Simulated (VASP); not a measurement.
# Na (Im-3m) in VASP: single point with PBE

Aim: the single point of Na with PBE.

Everything below comes from runs of VASP 6.6.1. Logs are shortened: lines on timing, memory, paths and dates and some standing lists are left out, and cuts for length are marked.

### Step 1. The cell of the first run

The structure is cubic, space group Im-3m (No. 229). Conventional cell: a = 4.210 Å, b = 4.210 Å, c = 4.210 Å, α = 90.00°, β = 90.00°, γ = 90.00°. Within 4.8 Å of Na (site symmetry m-3m) lie 14 Na at 3.65 to 4.21 Å.

### Step 2. Single point, PBE

Contents of INCAR:

```
  PREC = Accurate
  ENCUT = 520
  EDIFF = 1E-7
  ISMEAR = -1
  SIGMA = 0.13605693000000002
  LREAL = F
  LASPH = T
  NELM = 80
  ALGO = Normal
  ISIF = 2
  LWAVE = F
  LCHARG = F
  GGA = PE
  NBANDS = 10
```

Contents of KPOINTS:

```
regular mesh
0
Gamma
  11 11 11
```

Contents of POSCAR:

```
Na
1.0
   -2.1052213232      2.1052213232      2.1052213232
    2.1052213232     -2.1052213232      2.1052213232
    2.1052213232      2.1052213232     -2.1052213232
Na
1
Direct
    0.0000000000      0.0000000000      0.0000000000
```

Potentials or basis: VASP PAW PBE potentials, release 64 (Na_pv).

Launch:

```bash
> cat potpaw_PBE.64/Na_pv/POTCAR > POTCAR
> mpirun -np 1 vasp_std > vasp.out
```

OUTCAR:

```text
PREC = Accurate
   ENCUT = 520
   EDIFF = 1E-7
   ISMEAR = -1
   LREAL = F
   LASPH = T
   NELM = 80
   ISIF = 2
   GGA = PE

 ion  position               nearest neighbor table
   1  0.000  0.000  0.000-

  LATTYP: Found a body centered cubic cell.
 ALAT       =     4.2104426464

  Lattice vectors:

 A1 = (  -2.1052213232,   2.1052213232,   2.1052213232)
 A2 = (   2.1052213232,  -2.1052213232,   2.1052213232)
 A3 = (   2.1052213232,   2.1052213232,  -2.1052213232)

Analysis of symmetry for initial positions (statically):
=====================================================================
 Subroutine PRICEL returns:
 Original cell was already a primitive cell.

 Routine SETGRP: Setting up the symmetry group for a
 body centered cubic supercell.

 Subroutine GETGRP returns: Found 48 space group operations
 (whereof 48 operations were pure point group operations)
 out of a pool of 48 trial point group operations.

The static configuration has the point symmetry O_h .

Analysis of symmetry for dynamics (positions and initial velocities):
=====================================================================
 Subroutine PRICEL returns:
 Original cell was already a primitive cell.

 Routine SETGRP: Setting up the symmetry group for a
 body centered cubic supercell.

 Subroutine GETGRP returns: Found 48 space group operations
 (whereof 48 operations were pure point group operations)
 out of a pool of 48 trial point group operations.

The dynamic configuration has the point symmetry O_h .

 Subroutine INISYM returns: Found 48 space group operations
 (whereof 48 operations are pure point group operations),
 and found     1 'primitive' translations

----------------------------------------------------------------------------------------

                                     Primitive cell

  volume of cell :      37.3210

  direct lattice vectors                    reciprocal lattice vectors
    -2.105221323  2.105221323  2.105221323     0.000000000  0.237504720  0.237504720
     2.105221323 -2.105221323  2.105221323     0.237504720  0.000000000  0.237504720
     2.105221323  2.105221323 -2.105221323     0.237504720  0.237504720  0.000000000

  length of vectors
     3.646350293  3.646350293  3.646350293     0.335882396  0.335882396  0.335882396

  position of ions in fractional coordinates (direct lattice)
     0.000000000  0.000000000  0.000000000

  ion indices of the primitive-cell ions
   primitive index   ion index
                 1           1

----------------------------------------------------------------------------------------

 KPOINTS: regular mesh

Automatic generation of k-mesh.
 Grid dimensions read from file:
 generate k-points for:   11   11   11

 Generating k-lattice:

  Cartesian coordinates                     Fractional coordinates (reciprocal lattice)
     0.000000000  0.021591338  0.021591338     0.090909091  0.000000000  0.000000000
     0.021591338  0.000000000  0.021591338     0.000000000  0.090909091  0.000000000
     0.021591338  0.021591338  0.000000000     0.000000000  0.000000000  0.090909091

  Length of vectors
     0.030534763  0.030534763  0.030534763

  Shift w.r.t. Gamma in fractional coordinates (k-lattice)
     0.000000000  0.000000000  0.000000000

 Subroutine IBZKPT returns following result:
 ===========================================

 Found     56 irreducible k-points:

 Following reciprocal coordinates:
            Coordinates               Weight
  0.000000  0.000000  0.000000      1.000000
  0.090909  0.000000  0.000000     12.000000
  0.181818  0.000000  0.000000     12.000000
  0.272727  0.000000  0.000000     12.000000
  0.363636  0.000000  0.000000     12.000000
  0.454545  0.000000  0.000000     12.000000
[... 16 lines left out ...]
  0.272727  0.181818  0.090909     48.000000
  0.363636  0.181818  0.090909     24.000000
 [... further k-points ...]
   k-points           NKPTS =     56   k-points in BZ     NKDIM =     56   number of bands    NBANDS=     10
   number of dos      NEDOS =    301   number of ions     NIONS =      1
   total plane-waves  NPLWV =  21952
   dimension x,y,z NGX =    28 NGY =   28 NGZ =   28
   dimension x,y,z NGXF=    56 NGYF=   56 NGZF=   56
   ions per type =               1
   NGX,Y,Z   is equivalent  to a cutoff of  12.77, 12.77, 12.77 a.u.
   NGXF,Y,Z  is equivalent  to a cutoff of  25.53, 25.53, 25.53 a.u.
 SYSTEM =  unknown system
   PREC   = accura    normal or accurate (medium, high low for compatibility)
   ISTART =      0    job   : 0-new  1-cont  2-samecut
   ICHARG =      2    charge: 1-file 2-atom 10-const
   ISPIN  =      1    spin polarized calculation?
   LNONCOLLINEAR =      F non collinear calculations
   LSORBIT =      F    spin-orbit coupling
   LASPH  =      T    aspherical Exc in radial PAW
   ENCUT  =  520.0 eV  38.22 Ry    6.18 a.u.   6.78  6.78  6.78*2*pi/ulx,y,z
   NELM   =     80;   NELMIN=  2; NELMDL= -5     # of ELM steps
   EDIFF  = 0.1E-06   stopping-criterion for ELM
   LREAL  =      F    real-space projection
   EDIFFG = 0.1E-05   stopping-criterion for IOM
   NSW    =      0    number of steps for IOM
   IBRION =     -1    ionic relax: 0-MD 1-quasi-New 2-CG
   NFREE  =      0    steps in history (QN), initial steepest desc. (CG)
   ISIF   =      2    stress and relaxation
   ISYM   =      2    0-nonsym 1-usesym 2-fastsym
   POTIM  = 0.5000    time-step for ionic-motion
   TEBEG  =    0.0;   TEEND  =   0.0 temperature during run
   PSTRESS=    0.0 pullay stress
   NELECT =       7.0000    total number of electrons
   NUPDOWN=      -1.0000    fix difference up-down
   EMIN   =  10.00;   EMAX   =-10.00  energy-range for DOS
   EFERMI =   0.00;   METHOD = LEGACY
   ISMEAR =    -1;   SIGMA  =   0.14  broadening in eV -4-tet -1-fermi 0-gaus
   EFERMI_NEDOS =   21; number of points for ismear=-14 and -15
   IALGO  =     38    algorithm
   IMIX   =      4    mixing-type and parameters
     AMIX     =   0.40;   BMIX     =  1.00
     AMIX_MAG =   1.60;   BMIX_MAG =  1.00
  volume/ion in A,a.u.               =      37.32       251.85
  Fermi-wavevector in a.u.,A,eV,Ry     =   0.937108  1.770878 11.948253  0.878172
  Thomas-Fermi vector in A             =   2.064186
   LORBIT       =      0    0 simple, 1 ext, 2 COOP (PROOUT), +10 PAW based schemes
   GGA     = PE    functional components
   LHFCALC =     F    Hartree Fock is set to
   AEXX    =    0.0000 exact exchange contribution
   IVDW    =     0    specifies the selected vdW correction
   LEPSILON=     F    determine dielectric tensor
   LRPA    =     F    only Hartree local field effects (RPA)
 non-spin polarized calculation
  energy-cutoff  :      520.00
  volume of cell :       37.32
 maximum number of plane-waves:      1021
   NGX = 13   NGY = 13   NGZ = 13

 number of electron       7.0000008 magnetization

 Free energy of the ion-electron system (eV)
  ---------------------------------------------------
  ext. energy  EPLUGINS =         0.00000000
  ---------------------------------------------------
  free energy    TOTEN  =        -1.32639187 eV

  energy without entropy =       -1.29907792  energy(sigma->0) =       -1.31273489

 E-fermi :   0.3267     XC(G=0):  -6.4849

 val. band max:        0.2791231701   @ k =  -0.3636   0.4545   0.0909
 cond. band min:       0.4144860032   @ k =   0.1818   0.1818   0.1818
 fundamental gap:      0.1353628330
 Fermi energy:         0.3267154135

 k-point     1 :       0.0000    0.0000    0.0000
  band No.  band energies     occupation
      1     -24.5972      2.00000
      2     -24.5972      2.00000
      3     -24.5972      2.00000
      4      -2.9543      2.00000
      5      11.9987      0.00000
      6      11.9987      0.00000
      7      11.9987      0.00000
      8      12.9951      0.00000
      9      12.9951      0.00000
     10      13.5488      0.00000

 k-point     2 :       0.0909    0.0000    0.0000
  band No.  band energies     occupation
      1     -24.6000      2.00000
      2     -24.5982      2.00000
      3     -24.5972      2.00000
      4      -2.8093      2.00000
      5      10.3042      0.00000
      6      11.1891      0.00000
      7      11.4811      0.00000
      8      12.0296      0.00000
      9      12.4046      0.00000
     10      13.8649      0.00000

 k-point     3 :       0.1818    0.0000    0.0000
  band No.  band energies     occupation
      1     -24.6075      2.00000
      2     -24.6007      2.00000
      3     -24.5972      2.00000
      4      -2.3769      2.00000
      5       7.9533      0.00000
      6      10.1557      0.00000
      7      10.7104      0.00000
      8      11.0460      0.00000
      9      11.9495      0.00000
     10      14.1040      0.00000

 k-point     4 :       0.2727    0.0000    0.0000
  band No.  band energies     occupation
      1     -24.6172      2.00000
      2     -24.6040      2.00000
      3     -24.5972      2.00000
      4      -1.6642      2.00000
      5       5.7760      0.00000
      6       9.3449      0.00000
      7      10.0845      0.00000
      8      10.3032      0.00000
      9      11.3750      0.00000
     10      14.7445      0.00000

 k-point     5 :       0.3636    0.0000    0.0000
  band No.  band energies     occupation
      1     -24.6260      2.00000
      2     -24.6070      2.00000
      3     -24.5972      2.00000
      4      -0.6825      1.99880
      5       3.8172      0.00000
      6       8.7977      0.00000
      7       9.6601      0.00000
      8       9.8087      0.00000
      9      10.9025      0.00000
     10      15.4689      0.00000

 k-point     6 :       0.4545    0.0000    0.0000
  band No.  band energies     occupation
      1     -24.6312      2.00000
      2     -24.6088      2.00000
      3     -24.5971      2.00000
      4       0.5418      0.34131
      5       2.1051      0.00000
      6       8.5228      0.00000
      7       9.4470      0.00000
      8       9.5620      0.00000
      9      10.6452      0.00000
     10      16.2376      0.00000

 k-point     7 :       0.0909    0.0909    0.0000
  band No.  band energies     occupation
      1     -24.6052      2.00000
      2     -24.5992      2.00000
      3     -24.5979      2.00000
      4      -2.5207      2.00000
      5       8.9836      0.00000
      6       9.4400      0.00000
      7      10.8094      0.00000
      8      11.8796      0.00000
      9      12.5584      0.00000
     10      13.9875      0.00000

 k-point     8 :       0.1818    0.0909   -0.0000
  band No.  band energies     occupation
      1     -24.6134      2.00000
      2     -24.6022      2.00000
      3     -24.5982      2.00000
      4      -1.9481      2.00000
      5       6.8978      0.00000
      6       8.3883      0.00000
      7      10.0332      0.00000
      8      11.3346      0.00000
      9      12.5923      0.00000
     10      13.6111      0.00000

 k-point     9 :       0.2727    0.0909    0.0000
  band No.  band energies     occupation
      1     -24.6220      2.00000
      2     -24.6058      2.00000
      3     -24.5982      2.00000
      4      -1.1009      1.99994
      5       4.8541      0.00000
      6       7.7229      0.00000
      7       9.4428      0.00000
      8      10.7582      0.00000
      9      12.3667      0.00000
     10      13.9785      0.00000
[... 118 lines left out ...]
 k-point    19 :       0.2727    0.0909    0.0909
  band No.  band energies     occupation
      1     -24.6255      2.00000
      2     -24.6073      2.00000
      3     -24.5997      2.00000
      4      -0.4057      1.99085
      5       4.0547      0.00000
      6       6.6100      0.00000
      7       7.7045      0.00000
      8      12.5336      0.00000
      9      13.1925      0.00000
     10      15.6999      0.00000

 k-point    20 :       0.3636    0.0909    0.0909
  band No.  band energies     occupation
      1     -24.6286      2.00000
      2     -24.6101      2.00000
      3     -24.5998      2.00000
      4       0.8095      0.05595
      5       2.3671      0.00000
      6       6.3463      0.00000
      7       7.4334      0.00000
      8      12.2827      0.00000
      9      13.0185      0.00000
     10      16.4733      0.00000

 k-point    21 :      -0.0909    0.0909    0.0909
  band No.  band energies     occupation
      1     -24.6008      2.00000
      2     -24.5991      2.00000
      3     -24.5991      2.00000
      4      -2.6648      2.00000
      5      10.1545      0.00000
      6      10.1545      0.00000
      7      10.4687      0.00000
      8      11.8592      0.00000
      9      12.2758      0.00000
     10      13.9918      0.00000

 k-point    22 :       0.1818    0.1818    0.0909
  band No.  band energies     occupation
      1     -24.6239      2.00000
      2     -24.6058      2.00000
      3     -24.6015      2.00000
      4      -0.5439      1.99668
      5       5.0506      0.00000
      6       5.6359      0.00000
      7       7.3158      0.00000
      8      13.7395      0.00000
      9      14.3020      0.00000
     10      15.5676      0.00000

 k-point    23 :       0.2727    0.1818    0.0909
  band No.  band energies     occupation
      1     -24.6255      2.00000
      2     -24.6104      2.00000
      3     -24.6023      2.00000
      4       0.5488      0.32697
      5       3.4942      0.00000
      6       5.0382      0.00000
      7       6.8564      0.00000
      8      13.6611      0.00000
      9      14.8077      0.00000
     10      15.6317      0.00000

 k-point    24 :       0.3636    0.1818    0.0909
  band No.  band energies     occupation
      1     -24.6255      2.00000
      2     -24.6128      2.00000
      3     -24.6025      2.00000
      4       1.6755      0.00010
      5       2.1557      0.00000
      6       4.8877      0.00000
      7       6.7099      0.00000
      8      13.5702      0.00000
      9      14.9369      0.00000
     10      16.0601      0.00000

 [... further k-points ...]
[... 5 lines left out ...]
  --------------------------------------------------------------------------------------
  -------------------------------------------------------------------------------------
  Total       -0.0122120     -0.0122120     -0.0122120      0.0000000     -0.0000000      0.0000000
  in kB       -0.5242549     -0.5242549     -0.5242549      0.0000000     -0.0000000      0.0000000
  external PRESSURE =      -0.5242549 kB  Pullay stress =       0.0000000 kB

 VOLUME and BASIS-vectors are now :
 -----------------------------------------------------------------------------
  energy-cutoff  :      520.00
  volume of cell :       37.32
      direct lattice vectors                 reciprocal lattice vectors
    -2.105221323  2.105221323  2.105221323     0.000000000  0.237504720  0.237504720
     2.105221323 -2.105221323  2.105221323     0.237504720  0.000000000  0.237504720
     2.105221323  2.105221323 -2.105221323     0.237504720  0.237504720  0.000000000

 POSITION                                       TOTAL-FORCE (eV/Angst)
 -----------------------------------------------------------------------------------
      0.00000      0.00000      0.00000         0.000000      0.000000      0.000000
 -----------------------------------------------------------------------------------
    total drift:                                0.000000     -0.000000      0.000000

  FREE ENERGIE OF THE ION-ELECTRON SYSTEM (eV)
  ---------------------------------------------------
  free  energy   TOTEN  =        -1.3263918657 eV

  energy  without entropy=       -1.2990779196  energy(sigma->0) =       -1.31273489
```

Wall time 11 s (1 thread of AMD EPYC 7R13 (Zen 3), shared host); peak memory 0.12 GiB.

Results:

```yaml
Free_energy: -1.3264 eV
Pressure: -0.1 GPa
```
